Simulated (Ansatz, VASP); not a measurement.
# Two plane-wave programs on P

```xyz
4
Lattice="1.5384 -5.4321 0.0000 1.7570 5.4980 0.0000 0.0000 0.0000 4.5436" Properties=species:S:1:pos:R:3 pbc="T T T"
P     1.5594   -4.3844    2.6754
P     1.7361    4.4503    1.8683
P     1.6268   -1.0148    0.4035
P     1.6687    1.0807    4.1401
```

Alike in both runs: task single point; functional PBE; k mesh 7 × 7 × 5; occupations fermi-dirac, width 0.05 eV; no spin polarisation.

|  | VASP | Ansatz |
| --- | --- | --- |
| version | VASP 6.6.1 | Ansatz 0.2.0 |
| potentials or method | VASP PAW PBE potentials, release 64 (P) | Ansatz PAW |
| plane-wave cutoff (eV) | 520 | 420 |
| valence electrons in the cell | 20 | 20 |

|  | VASP | Ansatz | Ansatz less VASP |
| --- | --- | --- | --- |
| gap on the k mesh at the Fermi level (eV) | 0.24 | 0.22 | -0.021 |
| least direct gap on the mesh (eV) | 0.28 | 0.27 | -0.014 |
| pressure (GPa) | 1.7 | 2.0 | +0.33 |
| traceless stress, the component that is largest in VASP (GPa) | -1.68 | -1.67 | +0.016 |
| rms of the force components (eV/Å) | 0.193 | 0.218 | +0.0250 |

Atom by atom the forces differ by 0.031 eV/Å (rms over components).

Noted on Ansatz's run: odd divisions of the mesh miss points on the zone boundary, where band edges often lie, so the gap on the mesh can be too wide.
